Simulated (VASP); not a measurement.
# TiAl3 (C2/m) in VASP: further runs

Runs on TiAl3. Level: PBEsol. Tasks: single point.

Everything below comes from runs of VASP 6.6.1. Logs are shortened: lines on timing, memory, paths and dates and some standing lists are left out, and cuts for length are marked.

**1. The cell of the first run**

It takes space group C2/m (No. 12, monoclinic). The conventional cell has a = 9.202 Å, b = 3.860 Å, c = 3.860 Å, α = 90.00°, β = 114.80°, γ = 90.00°. Ti (site symmetry 2/m) has 12 Al at 2.73 to 2.90 Å within 3.6 Å. Al (site symmetry 2/m) has 4 Ti at 2.73 Å and 8 Al at 2.79 to 2.90 Å within 3.6 Å. Al (site symmetry m) has 8 Al at 2.62 to 2.90 Å and 4 Ti at 2.79 to 2.90 Å within 3.5 Å.

**2. Single point, PBEsol (mode 9 frozen in at -0.075 Å, strain +e along z and -e/2 along x and y -0.0233)**

Contents of INCAR:

```
PREC = Accurate
ENCUT = 520
EDIFF = 1E-6
ISMEAR = 0
SIGMA = 0.15
LREAL = False
LASPH = True
NELM = 60
ALGO = Fast
ISIF = 2
LWAVE = False
LCHARG = False
GGA = PS
NBANDS = 18
```

Contents of KPOINTS:

```
regular mesh
0
Gamma
  14 14 14
```

Contents of POSCAR:

```
TiAl3
1.0
   -1.9297940809      1.9297940809      4.1769229202
    1.9297940809     -1.9297940809      4.1769229202
    1.9297940809      1.9297940809     -4.1769229202
Ti Al
1 3
Direct
    0.0000000000      0.0000000000      0.0000000000
    0.5000000000      0.5000000000      0.0000000000
    0.7500000000      0.2302628566      0.4802628566
    0.2500000000      0.7697371434      0.5197371434
```

Potentials or basis: VASP PAW PBE potentials, release 64 (Ti_sv, Al).

Run with:

```
$ cat potpaw_PBE.64/Ti_sv/POTCAR potpaw_PBE.64/Al/POTCAR > POTCAR
$ mpirun -np 1 vasp_std > vasp.out
```

OUTCAR:

```text
PREC = Accurate
   ENCUT = 520
   EDIFF = 1E-6
   ISMEAR = 0
   LREAL = False
   LASPH = True
   NELM = 60
   ISIF = 2
   GGA = PS

 ion  position               nearest neighbor table
   1  0.000  0.000  0.000-   2 2.73   2 2.73   2 2.73   2 2.73   4 2.79   3 2.79   3 2.84   4 2.84
                             4 2.84   3 2.84   3 2.90   4 2.90
   2  0.500  0.500  0.000-   1 2.73   1 2.73   1 2.73   1 2.73   3 2.79   4 2.79   3 2.84   4 2.84
                             3 2.84   4 2.84   3 2.90   4 2.90
   3  0.750  0.230  0.480-   4 2.62   4 2.62   2 2.79   1 2.79   4 2.84   4 2.84   1 2.84   1 2.84
                             2 2.84   2 2.84   2 2.90   1 2.90
   4  0.250  0.770  0.520-   3 2.62   3 2.62   1 2.79   2 2.79   3 2.84   3 2.84   1 2.84   2 2.84
                             1 2.84   2 2.84   1 2.90   2 2.90

  LATTYP: Found a body centered tetragonal cell.
 ALAT       =     3.8595881618
 C/A-ratio  =     2.1644396993

  Lattice vectors:

 A1 = (  -1.9297940809,   1.9297940809,   4.1769229202)
 A2 = (   1.9297940809,  -1.9297940809,   4.1769229202)
 A3 = (   1.9297940809,   1.9297940809,  -4.1769229202)

Analysis of symmetry for initial positions (statically):
=====================================================================
 Subroutine PRICEL returns:
 Original cell was already a primitive cell.

 Routine SETGRP: Setting up the symmetry group for a
 body centered tetragonal supercell.

 Subroutine GETGRP returns: Found  4 space group operations
 (whereof  4 operations were pure point group operations)
 out of a pool of 16 trial point group operations.

The static configuration has the point symmetry C_2h.

Analysis of symmetry for dynamics (positions and initial velocities):
=====================================================================
 Subroutine PRICEL returns:
 Original cell was already a primitive cell.

 Routine SETGRP: Setting up the symmetry group for a
 body centered tetragonal supercell.

 Subroutine GETGRP returns: Found  4 space group operations
 (whereof  4 operations were pure point group operations)
 out of a pool of 16 trial point group operations.

The dynamic configuration has the point symmetry C_2h.

 Subroutine INISYM returns: Found  4 space group operations
 (whereof  4 operations are pure point group operations),
 and found     1 'primitive' translations

----------------------------------------------------------------------------------------

                                     Primitive cell

  volume of cell :      62.2212

  direct lattice vectors                    reciprocal lattice vectors
    -1.929794081  1.929794081  4.176922920     0.000000000  0.259095001  0.119705345
     1.929794081 -1.929794081  4.176922920     0.259095001  0.000000000  0.119705345
     1.929794081  1.929794081 -4.176922920     0.259095001  0.259095001  0.000000000

  length of vectors
     4.989478477  4.989478477  4.989478477     0.285411264  0.285411264  0.366415665

  position of ions in fractional coordinates (direct lattice)
     0.000000000  0.000000000  0.000000000
     0.500000000  0.500000000  0.000000000
     0.750000000  0.230262857  0.480262857
     0.250000000  0.769737143  0.519737143

  ion indices of the primitive-cell ions
   primitive index   ion index
                 1           1
                 2           2
                 3           3
                 4           4

----------------------------------------------------------------------------------------

 KPOINTS: regular mesh

Automatic generation of k-mesh.
 Grid dimensions read from file:
 generate k-points for:   14   14   14

 Generating k-lattice:

  Cartesian coordinates                     Fractional coordinates (reciprocal lattice)
     0.000000000  0.018506786  0.008550382     0.071428571  0.000000000  0.000000000
     0.018506786  0.000000000  0.008550382     0.000000000  0.071428571  0.000000000
     0.018506786  0.018506786  0.000000000     0.000000000  0.000000000  0.071428571

  Length of vectors
     0.020386519  0.020386519  0.026172547

  Shift w.r.t. Gamma in fractional coordinates (k-lattice)
     0.000000000  0.000000000  0.000000000

 Subroutine IBZKPT returns following result:
 ===========================================

 Found    744 irreducible k-points:

 Following reciprocal coordinates:
            Coordinates               Weight
  0.000000  0.000000  0.000000      1.000000
  0.071429 -0.000000  0.000000      4.000000
 -0.000000  0.071429  0.000000      2.000000
  0.071429 -0.000000 -0.071429      2.000000
  0.142857 -0.000000  0.000000      4.000000
 -0.000000  0.142857  0.000000      2.000000
[... 16 lines left out ...]
  0.071429  0.071429  0.000000      4.000000
  0.071429  0.071429 -0.142857      4.000000
 [... further k-points ...]
   k-points           NKPTS =    744   k-points in BZ     NKDIM =    744   number of bands    NBANDS=     18
   number of dos      NEDOS =    301   number of ions     NIONS =      4
   total plane-waves  NPLWV =  64000
   dimension x,y,z NGX =    40 NGY =   40 NGZ =   40
   dimension x,y,z NGXF=    80 NGYF=   80 NGZF=   80
   ions per type =               1   3
   NGX,Y,Z   is equivalent  to a cutoff of  13.33, 13.33, 13.33 a.u.
   NGXF,Y,Z  is equivalent  to a cutoff of  26.66, 26.66, 26.66 a.u.
 SYSTEM =  unknown system
   PREC   = accura    normal or accurate (medium, high low for compatibility)
   ISTART =      0    job   : 0-new  1-cont  2-samecut
   ICHARG =      2    charge: 1-file 2-atom 10-const
   ISPIN  =      1    spin polarized calculation?
   LNONCOLLINEAR =      F non collinear calculations
   LSORBIT =      F    spin-orbit coupling
   LASPH  =      T    aspherical Exc in radial PAW
   ENCUT  =  520.0 eV  38.22 Ry    6.18 a.u.   9.28  9.28  9.28*2*pi/ulx,y,z
   NELM   =     60;   NELMIN=  2; NELMDL= -5     # of ELM steps
   EDIFF  = 0.1E-05   stopping-criterion for ELM
   LREAL  =      F    real-space projection
   EDIFFG = 0.1E-04   stopping-criterion for IOM
   NSW    =      0    number of steps for IOM
   IBRION =     -1    ionic relax: 0-MD 1-quasi-New 2-CG
   NFREE  =      0    steps in history (QN), initial steepest desc. (CG)
   ISIF   =      2    stress and relaxation
   ISYM   =      2    0-nonsym 1-usesym 2-fastsym
   POTIM  = 0.5000    time-step for ionic-motion
   TEBEG  =    0.0;   TEEND  =   0.0 temperature during run
   PSTRESS=    0.0 pullay stress
   NELECT =      21.0000    total number of electrons
   NUPDOWN=      -1.0000    fix difference up-down
   EMIN   =  10.00;   EMAX   =-10.00  energy-range for DOS
   EFERMI =   0.00;   METHOD = LEGACY
   ISMEAR =     0;   SIGMA  =   0.15  broadening in eV -4-tet -1-fermi 0-gaus
   EFERMI_NEDOS =   21; number of points for ismear=-14 and -15
   IALGO  =     68    algorithm
   IMIX   =      4    mixing-type and parameters
     AMIX     =   0.40;   BMIX     =  1.00
     AMIX_MAG =   1.60;   BMIX_MAG =  1.00
  volume/ion in A,a.u.               =      15.56       104.97
  Fermi-wavevector in a.u.,A,eV,Ry     =   1.139817  2.153942 17.676455  1.299183
  Thomas-Fermi vector in A             =   2.276520
   LORBIT       =      0    0 simple, 1 ext, 2 COOP (PROOUT), +10 PAW based schemes
   GGA     = PS    functional components
   LHFCALC =     F    Hartree Fock is set to
   AEXX    =    0.0000 exact exchange contribution
   IVDW    =     0    specifies the selected vdW correction
   LEPSILON=     F    determine dielectric tensor
   LRPA    =     F    only Hartree local field effects (RPA)
 non-spin polarized calculation
 RMM-DIIS sequential band-by-band and
 Gauss-broadening in eV      SIGMA  =   0.15
  energy-cutoff  :      520.00
  volume of cell :       62.22
 maximum number of plane-waves:      1694
 NGX is ok and might be reduce to    40
   NGX = 19   NGY = 19   NGZ = 19

 number of electron      20.9999998 magnetization

 Free energy of the ion-electron system (eV)
  ---------------------------------------------------
  ext. energy  EPLUGINS =         0.00000000
  ---------------------------------------------------
  free energy    TOTEN  =       -22.14742010 eV

  energy without entropy =      -22.12557728  energy(sigma->0) =      -22.13649869

 E-fermi :   8.3541     XC(G=0): -10.8961

 val. band max:        8.3506313363   @ k =  -0.2143  -0.2857   0.2143
 cond. band min:       8.3592237731   @ k =  -0.3571   0.0000   0.4286
 fundamental gap:      0.0085924368
 Fermi energy:         8.3540735994

 k-point     1 :       0.0000    0.0000    0.0000
  band No.  band energies     occupation
      1     -47.8553      2.00000
      2     -24.2828      2.00000
      3     -24.2823      2.00000
      4     -24.1882      2.00000
      5      -1.8076      2.00000
      6       5.7249      2.00000
[... 10 lines left out ...]
     17      12.2713      0.00000
     18      12.4535      0.00000

 k-point     2 :       0.0714   -0.0000    0.0000
  band No.  band energies     occupation
      1     -47.8552      2.00000
      2     -24.2835      2.00000
      3     -24.2827      2.00000
      4     -24.1882      2.00000
      5      -1.7441      2.00000
      6       5.3839      2.00000
[... 10 lines left out ...]
     17      12.4437      0.00000
     18      12.6325      0.00000

 k-point     3 :      -0.0000    0.0714    0.0000
  band No.  band energies     occupation
      1     -47.8552      2.00000
      2     -24.2840      2.00000
      3     -24.2822      2.00000
      4     -24.1882      2.00000
      5      -1.7443      2.00000
      6       5.3463      2.00000
[... 10 lines left out ...]
     17      12.3649      0.00000
     18      12.6677      0.00000

 k-point     4 :       0.0714   -0.0000   -0.0714
  band No.  band energies     occupation
      1     -47.8552      2.00000
      2     -24.2840      2.00000
      3     -24.2822      2.00000
      4     -24.1882      2.00000
      5      -1.7442      2.00000
      6       5.4216      2.00000
[... 10 lines left out ...]
     17      12.4684      0.00000
     18      12.6554      0.00000

 k-point     5 :       0.1429   -0.0000    0.0000
  band No.  band energies     occupation
      1     -47.8551      2.00000
      2     -24.2872      2.00000
      3     -24.2824      2.00000
      4     -24.1881      2.00000
      5      -1.5545      2.00000
      6       4.9413      2.00000
[... 10 lines left out ...]
     17      12.5264      0.00000
     18      13.3766      0.00000

 k-point     6 :      -0.0000    0.1429    0.0000
  band No.  band energies     occupation
      1     -47.8551      2.00000
      2     -24.2876      2.00000
      3     -24.2820      2.00000
      4     -24.1881      2.00000
      5      -1.5552      2.00000
      6       4.8672      2.00000
[... 10 lines left out ...]
     17      12.4586      0.00000
     18      13.2767      0.00000

 k-point     7 :       0.1429   -0.0000   -0.1429
  band No.  band energies     occupation
      1     -47.8551      2.00000
      2     -24.2876      2.00000
      3     -24.2820      2.00000
      4     -24.1881      2.00000
      5      -1.5549      2.00000
      6       5.0217      2.00000
[... 10 lines left out ...]
     17      12.5440      0.00000
     18      13.4674      0.00000

 k-point     8 :       0.2143   -0.0000    0.0000
  band No.  band energies     occupation
      1     -47.8548      2.00000
      2     -24.2924      2.00000
      3     -24.2821      2.00000
      4     -24.1879      2.00000
      5      -1.2418      2.00000
      6       4.3978      2.00000
[... 10 lines left out ...]
     17      12.7270      0.00000
     18      13.8306      0.00000
[... 229 lines left out ...]
     17      13.0898      0.00000
     18      14.3766      0.00000

 k-point    20 :       0.5000   -0.0000    0.0000
  band No.  band energies     occupation
      1     -47.8541      2.00000
      2     -24.3083      2.00000
      3     -24.2811      2.00000
      4     -24.1875      2.00000
      5       0.9400      2.00000
      6       1.3211      2.00000
[... 10 lines left out ...]
     17      13.2545      0.00000
     18      14.0945      0.00000

 k-point    21 :      -0.0000    0.5000    0.0000
  band No.  band energies     occupation
      1     -47.8541      2.00000
      2     -24.3087      2.00000
      3     -24.2806      2.00000
      4     -24.1874      2.00000
      5       1.0965      2.00000
      6       1.1085      2.00000
[... 10 lines left out ...]
     17      13.2940      0.00000
     18      14.6184      0.00000

 k-point    22 :       0.5000   -0.0000    0.5000
  band No.  band energies     occupation
      1     -47.8541      2.00000
      2     -24.3086      2.00000
      3     -24.2806      2.00000
      4     -24.1877      2.00000
      5       0.7868      2.00000
      6       1.5498      2.00000
[... 10 lines left out ...]
     17      13.2361      0.00000
     18      14.0838      0.00000

 k-point    23 :       0.0714    0.0714    0.0000
  band No.  band energies     occupation
      1     -47.8552      2.00000
      2     -24.2840      2.00000
      3     -24.2834      2.00000
      4     -24.1882      2.00000
      5      -1.6589      2.00000
      6       4.9394      2.00000
[... 10 lines left out ...]
     17      12.5256      0.00000
     18      12.8448      0.00000

 k-point    24 :       0.0714    0.0714   -0.1429
  band No.  band energies     occupation
      1     -47.8552      2.00000
      2     -24.2840      2.00000
      3     -24.2834      2.00000
      4     -24.1883      2.00000
      5      -1.6588      2.00000
      6       4.9978      2.00000
[... 10 lines left out ...]
     17      12.5574      0.00000
     18      12.8511      0.00000

 [... further k-points ...]

------------------------ aborting loop because EDIFF is reached ----------------------------------------

  FORCE on cell =-STRESS in cart. coord.  units (eV):
  Direction    XX          YY          ZZ          XY          YZ          ZX
  --------------------------------------------------------------------------------------
  -------------------------------------------------------------------------------------
  Total       -0.5329431     -0.4534701      1.7155777      0.0000000      0.0000000      0.2479168
  in kB      -13.7231256    -11.6767182     44.1756118      0.0000000      0.0000000      6.3837832
  external PRESSURE =       6.2585893 kB  Pullay stress =       0.0000000 kB

 VOLUME and BASIS-vectors are now :
 -----------------------------------------------------------------------------
  energy-cutoff  :      520.00
  volume of cell :       62.22
      direct lattice vectors                 reciprocal lattice vectors
    -1.929794081  1.929794081  4.176922920     0.000000000  0.259095001  0.119705345
     1.929794081 -1.929794081  4.176922920     0.259095001  0.000000000  0.119705345
     1.929794081  1.929794081 -4.176922920     0.259095001  0.259095001  0.000000000

 POSITION                                       TOTAL-FORCE (eV/Angst)
 -----------------------------------------------------------------------------------
      0.00000      0.00000      0.00000         0.000000      0.000000     -0.000000
      0.00000      0.00000      4.17692         0.000000     -0.000000     -0.000000
     -0.07618      1.92979      2.08846         0.819577     -0.000000     -0.005765
      2.00597      0.00000      2.08846        -0.819577      0.000000      0.005765
 -----------------------------------------------------------------------------------
    total drift:                                0.000000      0.000000      0.000000

  FREE ENERGIE OF THE ION-ELECTRON SYSTEM (eV)
  ---------------------------------------------------
  free  energy   TOTEN  =       -22.1474201006 eV

  energy  without entropy=      -22.1255772846  energy(sigma->0) =      -22.13649869
```

It took 27 min on 1 thread of Intel Xeon 6975P-C (Granite Rapids), shared host; peak memory 0.87 GiB.

Results:

* Free energy: -22.1474 eV
* Pressure: 0.6 GPa
* Largest force: 0.820 eV/Å

Forces on the atoms (eV/Å):
```
Ti   0.000  0.000  0.000
Al   0.000  0.000  0.000
Al   0.820  0.000 -0.006
Al  -0.820  0.000  0.006
```

Stress tensor (GPa, compression positive):
```
-1.37  0.00  0.64
 0.00 -1.17  0.00
 0.64  0.00  4.42
```

Caveat: the cell differs from its parent crystal (mode 9 frozen in at -0.075 Å, strain +e along z and -e/2 along x and y -0.0233); the PAW data sets were made with another functional, which shifts forces and pressure a little.

[end of part 1 of 2]
